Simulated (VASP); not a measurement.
# HfAl5N6 (P-3m1) in VASP: further runs, part 2 of 2

VASP 6.6.1.

### Step 3. Single point, PBE

Contents of INCAR:

```
PREC     = Accurate       # precision mode
ENCUT    = 600            # plane-wave cutoff, eV
EDIFF    = 1E-6           # SCF threshold, eV
ISMEAR   = 0              # smearing method
SIGMA    = 0.1            # smearing width, eV
LREAL    = False          # projectors in reciprocal space
LASPH    = True           # aspherical terms in the spheres
NELM     = 120            # most SCF steps
ALGO     = Normal         # electronic algorithm
ISIF     = 2              # what is computed and relaxed
LWAVE    = False          # write WAVECAR
LCHARG   = True           # write CHGCAR
GGA      = PE             # functional
LELF     = True           # ELF
LVHAR    = True         
NBANDS   = 40             # bands
GGA_COMPAT= False
```

Contents of KPOINTS:

```
Automatic mesh
0
Gamma
  12 12 4
```

Contents of POSCAR:

```
HfAl5N6
1.0
    2.9305809077      0.0000000000      0.0000000000
   -1.4652904538      2.5379575140      0.0000000000
    0.0000000000      0.0000000000     14.5894569220
Hf Al N
1 5 6
Direct
    0.0000000000      0.0000000000      0.5000000000
    0.3333333333      0.6666666667      0.8392832377
    0.6666666667      0.3333333333      0.6782406067
    0.3333333333      0.6666666667      0.3217593933
    0.6666666667      0.3333333333      0.1607167623
    0.0000000000      0.0000000000      0.0000000000
    0.0000000000      0.0000000000      0.7590466496
    0.3333333333      0.6666666667      0.6011038609
    0.6666666667      0.3333333333      0.3988961391
    0.0000000000      0.0000000000      0.2409533504
    0.3333333333      0.6666666667      0.0803356871
    0.6666666667      0.3333333333      0.9196643129
```

Potentials or basis: VASP PAW PBE potentials, release 64 (Hf_pv, Al, N).

The run is started by

```
$ cat potpaw_PBE.64/Hf_pv/POTCAR potpaw_PBE.64/Al/POTCAR potpaw_PBE.64/N/POTCAR > POTCAR
$ mpirun -np 1 vasp_std > vasp.out
```

OUTCAR:

```text
PREC = Accurate
   ENCUT = 600
   EDIFF = 1E-6
   ISMEAR = 0
   LREAL = False
   LASPH = True
   NELM = 120
   ISIF = 2
   GGA = PE

 ion  position               nearest neighbor table
   1  0.000  0.000  0.500-   8 2.24   9 2.24   9 2.24   8 2.24   9 2.24   8 2.24   3 3.10   4 3.10
                             4 3.10   3 3.10   3 3.10   4 3.10
   2  0.333  0.667  0.839-   7 2.06   7 2.06   7 2.06  12 2.06  12 2.06  12 2.06   6 2.89   6 2.89
                             6 2.89   3 2.90   3 2.90   3 2.90
   3  0.667  0.333  0.678-   8 2.03   8 2.03   8 2.03   7 2.06   7 2.06   7 2.06   2 2.90   2 2.90
                             2 2.90   1 3.10   1 3.10   1 3.10
   4  0.333  0.667  0.322-   9 2.03   9 2.03   9 2.03  10 2.06  10 2.06  10 2.06   5 2.90   5 2.90
                             5 2.90   1 3.10   1 3.10   1 3.10
   5  0.667  0.333  0.161-  10 2.06  10 2.06  10 2.06  11 2.06  11 2.06  11 2.06   6 2.89   6 2.89
                             6 2.89   4 2.90   4 2.90   4 2.90
   6  0.000  0.000  0.000-  11 2.06  12 2.06  12 2.06  11 2.06  12 2.06  11 2.06   2 2.89   5 2.89
                             2 2.89   5 2.89   5 2.89   2 2.89
   7  0.000  0.000  0.759-   2 2.06   2 2.06   2 2.06   3 2.06   3 2.06   3 2.06
   8  0.333  0.667  0.601-   3 2.03   3 2.03   3 2.03   1 2.24   1 2.24   1 2.24
   9  0.667  0.333  0.399-   4 2.03   4 2.03   4 2.03   1 2.24   1 2.24   1 2.24
  10  0.000  0.000  0.241-   5 2.06   5 2.06   5 2.06   4 2.06   4 2.06   4 2.06
  11  0.333  0.667  0.080-   6 2.06   6 2.06   6 2.06   5 2.06   5 2.06   5 2.06
  12  0.667  0.333  0.920-   6 2.06   6 2.06   6 2.06   2 2.06   2 2.06   2 2.06

  LATTYP: Found a hexagonal cell.
 ALAT       =     2.9305809077
 C/A-ratio  =     4.9783498158

  Lattice vectors:

 A1 = (   2.9305809077,   0.0000000000,   0.0000000000)
 A2 = (  -1.4652904538,   2.5379575140,   0.0000000000)
 A3 = (   0.0000000000,   0.0000000000,  14.5894569220)

Analysis of symmetry for initial positions (statically):
=====================================================================
 Subroutine PRICEL returns:
 Original cell was already a primitive cell.

 Routine SETGRP: Setting up the symmetry group for a
 hexagonal supercell.

 Subroutine GETGRP returns: Found 12 space group operations
 (whereof 12 operations were pure point group operations)
 out of a pool of 24 trial point group operations.

The static configuration has the point symmetry D_3d.

Analysis of symmetry for dynamics (positions and initial velocities):
=====================================================================
 Subroutine PRICEL returns:
 Original cell was already a primitive cell.

 Routine SETGRP: Setting up the symmetry group for a
 hexagonal supercell.

 Subroutine GETGRP returns: Found 12 space group operations
 (whereof 12 operations were pure point group operations)
 out of a pool of 24 trial point group operations.

The dynamic configuration has the point symmetry D_3d.

 Subroutine INISYM returns: Found 12 space group operations
 (whereof 12 operations are pure point group operations),
 and found     1 'primitive' translations

----------------------------------------------------------------------------------------

                                     Primitive cell

  volume of cell :     108.5119

  direct lattice vectors                    reciprocal lattice vectors
     2.930580908  0.000000000  0.000000000     0.341229276  0.197008814  0.000000000
    -1.465290454  2.537957514  0.000000000     0.000000000  0.394017628  0.000000000
     0.000000000  0.000000000 14.589456922     0.000000000  0.000000000  0.068542647

[... 94 lines left out ...]
   PREC   = accura    normal or accurate (medium, high low for compatibility)
   ISTART =      0    job   : 0-new  1-cont  2-samecut
   ICHARG =      2    charge: 1-file 2-atom 10-const
   ISPIN  =      1    spin polarized calculation?
   LNONCOLLINEAR =      F non collinear calculations
   LSORBIT =      F    spin-orbit coupling
   LASPH  =      T    aspherical Exc in radial PAW
   ENCUT  =  600.0 eV  44.10 Ry    6.64 a.u.   5.85  5.85 29.14*2*pi/ulx,y,z
   NELM   =    120;   NELMIN=  2; NELMDL= -5     # of ELM steps
   EDIFF  = 0.1E-05   stopping-criterion for ELM
   LREAL  =      F    real-space projection
   EDIFFG = 0.1E-04   stopping-criterion for IOM
   NSW    =      0    number of steps for IOM
   IBRION =     -1    ionic relax: 0-MD 1-quasi-New 2-CG
   NFREE  =      0    steps in history (QN), initial steepest desc. (CG)
   ISIF   =      2    stress and relaxation
   ISYM   =      2    0-nonsym 1-usesym 2-fastsym
   POTIM  = 0.5000    time-step for ionic-motion
   TEBEG  =    0.0;   TEEND  =   0.0 temperature during run
   PSTRESS=    0.0 pullay stress
   NELECT =      55.0000    total number of electrons
   NUPDOWN=      -1.0000    fix difference up-down
   EMIN   =  10.00;   EMAX   =-10.00  energy-range for DOS
   EFERMI =   0.00;   METHOD = LEGACY
   ISMEAR =     0;   SIGMA  =   0.10  broadening in eV -4-tet -1-fermi 0-gaus
   EFERMI_NEDOS =   21; number of points for ismear=-14 and -15
   IALGO  =     38    algorithm
   IMIX   =      4    mixing-type and parameters
     AMIX     =   0.40;   BMIX     =  1.00
     AMIX_MAG =   1.60;   BMIX_MAG =  1.00
  volume/ion in A,a.u.               =       9.04        61.02
  Fermi-wavevector in a.u.,A,eV,Ry     =   1.305279  2.466620 23.180968  1.703753
  Thomas-Fermi vector in A             =   2.436159
   LORBIT       =      0    0 simple, 1 ext, 2 COOP (PROOUT), +10 PAW based schemes
   GGA     = PE    functional components
   LHFCALC =     F    Hartree Fock is set to
   AEXX    =    0.0000 exact exchange contribution
   IVDW    =     0    specifies the selected vdW correction
   LEPSILON=     F    determine dielectric tensor
   LRPA    =     F    only Hartree local field effects (RPA)
 non-spin polarized calculation
 Gauss-broadening in eV      SIGMA  =   0.10
  energy-cutoff  :      600.00
  volume of cell :      108.51
 maximum number of plane-waves:      3662
   NGX = 11   NGY = 11   NGZ = 59

 number of electron      55.0000007 magnetization

 Free energy of the ion-electron system (eV)
  ---------------------------------------------------
  ext. energy  EPLUGINS =         0.00000000
  ---------------------------------------------------
  free energy    TOTEN  =       -93.45091140 eV

  energy without entropy =      -93.44684075  energy(sigma->0) =      -93.44887608

 E-fermi :  10.3136     XC(G=0): -12.2584

 val. band max:       10.2760281046   @ k =  -0.1667   0.5000   0.2500
 cond. band min:      10.6513444943   @ k =   0.2500   0.1667   0.5000
 fundamental gap:      0.3753163897
 Fermi energy:        10.3135563621

 k-point     1 :       0.0000    0.0000    0.0000
  band No.  band energies     occupation
      1     -20.6710      2.00000
      2     -19.8624      2.00000
      3     -19.8624      2.00000
      4      -8.1575      2.00000
      5      -7.6663      2.00000
      6      -7.3567      2.00000
[... 997 lines left out ...]
     38      17.6918      0.00000
     39      17.8835      0.00000

 [... further k-points ...]

 [bands above 39 left out]

------------------------ aborting loop because EDIFF is reached ----------------------------------------

  FORCE on cell =-STRESS in cart. coord.  units (eV):
  Direction    XX          YY          ZZ          XY          YZ          ZX
  --------------------------------------------------------------------------------------
  -------------------------------------------------------------------------------------
  Total       -0.5352838     -0.5352838     -0.6717300     -0.0000000      0.0000000     -0.0000000
  in kB       -7.9034639     -7.9034639     -9.9180920     -0.0000000      0.0000000     -0.0000000
  external PRESSURE =      -8.5750066 kB  Pullay stress =       0.0000000 kB

 VOLUME and BASIS-vectors are now :
 -----------------------------------------------------------------------------
  energy-cutoff  :      600.00
  volume of cell :      108.51
      direct lattice vectors                 reciprocal lattice vectors
     2.930580908  0.000000000  0.000000000     0.341229276  0.197008814  0.000000000
    -1.465290454  2.537957514  0.000000000     0.000000000  0.394017628  0.000000000
     0.000000000  0.000000000 14.589456922     0.000000000  0.000000000  0.068542647

 POSITION                                       TOTAL-FORCE (eV/Angst)
 -----------------------------------------------------------------------------------
      0.00000      0.00000      7.29473        -0.000000      0.000000      0.000000
     -0.00000      1.69197     12.24469        -0.000000      0.000000     -0.000220
      1.46529      0.84599      9.89516        -0.000000      0.000000     -0.016005
     -0.00000      1.69197      4.69429        -0.000000      0.000000      0.016005
      1.46529      0.84599      2.34477        -0.000000     -0.000000      0.000220
      0.00000      0.00000      0.00000        -0.000000      0.000000      0.000000
      0.00000      0.00000     11.07408        -0.000000      0.000000      0.002735
     -0.00000      1.69197      8.76978         0.000000     -0.000000     -0.111520
      1.46529      0.84599      5.81968        -0.000000      0.000000      0.111520
      0.00000      0.00000      3.51538        -0.000000      0.000000     -0.002735
     -0.00000      1.69197      1.17205         0.000000      0.000000     -0.000375
      1.46529      0.84599     13.41740         0.000000     -0.000000      0.000375
 -----------------------------------------------------------------------------------
    total drift:                                0.000000     -0.000000      0.000000

  FREE ENERGIE OF THE ION-ELECTRON SYSTEM (eV)
  ---------------------------------------------------
  free  energy   TOTEN  =       -93.4509114017 eV

  energy  without entropy=      -93.4468407507  energy(sigma->0) =      -93.44887608
```

Run time: 6.8 min. Hardware: 1 thread of Intel Xeon Platinum 8488C (Sapphire Rapids), shared host; peak memory 0.44 GiB.

Results:

```
Free energy            : -93.4509 eV
Pressure               : -0.9 GPa
Largest force          : 0.112 eV/Å
Band gap on the k mesh : zero (an odd number of electrons rules out a gap without spin polarisation)
```

Forces on the atoms (eV/Å):
```
Hf   0.000  0.000  0.000
Al   0.000  0.000  0.000
Al   0.000  0.000 -0.016
Al   0.000  0.000  0.016
Al   0.000  0.000  0.000
Al   0.000  0.000  0.000
N    0.000  0.000  0.003
N    0.000  0.000 -0.112
N    0.000  0.000  0.112
N    0.000  0.000 -0.003
N    0.000  0.000  0.000
N    0.000  0.000  0.000
```

Stress tensor (GPa, compression positive):
```
-0.79  0.00  0.00
 0.00 -0.79  0.00
 0.00  0.00 -0.99
```

Caveat: spin-orbit coupling is left out, which moves the levels of the heavy elements.
